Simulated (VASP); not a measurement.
Write the native input for VASP 6.6.1 that does the following.

```
Task                   : dielectric tensor
Functional             : r2SCAN
Potentials or basis    : VASP PAW PBE potentials, release 64 (Cd, S)
Cutoff                 : 520 eV
k mesh                 : 6 × 6 × 6
Occupations            : gaussian, width 0.01 eV
Spin                   : no spin polarisation
Dipole correction      : no
Further INCAR settings : ALGO = Normal; EDIFF = 1e-08
```

The structure of CdS lies in POSCAR:

```
CdS
1.0
    0.0000000000      2.9392146858      2.9392146858
    2.9392146858      0.0000000000      2.9392146858
    2.9392146858      2.9392146858      0.0000000000
Cd S
1 1
Direct
    0.0000000000      0.0000000000      0.0000000000
    0.2500000000      0.2500000000      0.2500000000
```

The input as run:

INCAR

```
PREC = Accurate
ENCUT = 520
EDIFF = 1E-8
ISMEAR = 0
SIGMA = 0.01
LREAL = False
LASPH = True
NELM = 100
ALGO = Normal
ISIF = 2
LWAVE = False
LCHARG = False
METAGGA = R2SCAN
LMIXTAU = True
LCALCEPS = True
```

KPOINTS

```
Automatic mesh
0
Gamma
  6 6 6
```

Potentials or basis: VASP PAW PBE potentials, release 64 (Cd, S).

The run is started by

```console
$ cat potpaw_PBE.64/Cd/POTCAR potpaw_PBE.64/S/POTCAR > POTCAR
$ mpirun -np 1 vasp_std > vasp.out
```

It gave:

```json
{"Band gap on the k mesh": "1.54 eV, direct", "Electronic dielectric tensor (diagonal)": "5.39", "Born charges (mean of the diagonal)": "Cd +2.19; S -2.19 e"}
```

Wall time 12 min on 1 thread of Intel(R) Xeon(R) 6975P-C (Granite Rapids), on a shared host, peak memory 0.34 GiB.
